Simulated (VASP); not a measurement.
A run of VASP 6.6.1:

Contents of INCAR:

```
SYSTEM = Be3B2Se
PREC = Accurate
ENCUT = 600
EDIFF = 1E-6
ISMEAR = 0
SIGMA = 0.1
LREAL = .False.
LASPH = .True.
NELM = 100
ALGO = Normal
ISIF = 3
LWAVE = .False.
LCHARG = .False.
GGA = PE
IBRION = 2
NSW = 100
EDIFFG = -0.01
```

File KPOINTS:

```
regular mesh
0
Gamma
  12 12 8
  0 0 0
```

The input POSCAR:

```
Be3B2Se
1.0
    3.8712511436      0.0000000000      0.0000000000
   -1.9356255718      3.3526018348      0.0000000000
    0.0000000000      0.0000000000      4.6523309764
Be B Se
3 2 1
Direct
    0.3333333333      0.6666666667      0.5000000000
    0.6666666667      0.3333333333      0.5000000000
    0.0000000000      0.0000000000      0.0000000000
    0.3333333333      0.6666666667      0.0000000000
    0.6666666667      0.3333333333      0.0000000000
    0.0000000000      0.0000000000      0.5000000000
```

Potentials or basis: VASP PAW PBE potentials, release 64 (Be, B, Se).

Launch:

```console
$ cat potpaw_PBE.64/Be/POTCAR potpaw_PBE.64/B/POTCAR potpaw_PBE.64/Se/POTCAR > POTCAR
$ mpirun -np 1 vasp_std > vasp.out
```

Hardware: 1 thread of Intel Xeon 8259CL, with other jobs on the host.

**Question.** How long does it take, and how much memory?

**Answer.** It took 6.9 min on 1 thread of Intel Xeon 8259CL, with other jobs on the host, peak memory 0.28 GiB. Counts: scf iterations 47, k points 95, ion steps 7.
